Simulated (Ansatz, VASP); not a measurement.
Two plane-wave programs on SiC

```
Si C
1.0
     3.07600    0.00000    0.00000
    -1.53800    2.66389    0.00000
     0.00000    0.00000    5.04800
Si C
2 2
Cartesian
  0.0000 1.7759 0.0000
  1.5380 0.8880 2.5240
  0.0000 1.7759 1.9435
  1.5380 0.8880 4.4675
```

Alike in both runs: task single point; functional PBE; k mesh 12 × 12 × 4; occupations fermi-dirac, width 0.02 eV; no spin polarisation.

```csv
,VASP,Ansatz
version,VASP 6.6.1,Ansatz 0.2.0
potentials or method,"VASP PAW PBE potentials, release 64 (Si, C)","plane waves, PAW"
plane-wave cutoff (eV),520,420
valence electrons in the cell,16,16
```

Ansatz gave:

- gap on the k mesh at the Fermi level (eV): 2.33
- pressure (GPa): 3.7
- traceless stress, the component that is largest in VASP (GPa): -3.26
- rms of the force components (eV/Å): 0.434

**Question.** Estimate VASP's values.

**Answer.** gap on the k mesh at the Fermi level (eV): 2.32; pressure (GPa): 3.6; traceless stress, the component that is largest in VASP (GPa): -3.24; rms of the force components (eV/Å): 0.434.

Atom by atom the forces differ by 0.000 eV/Å (rms over components). With one functional, cell and mesh, what is left measures potentials, basis and numerics.
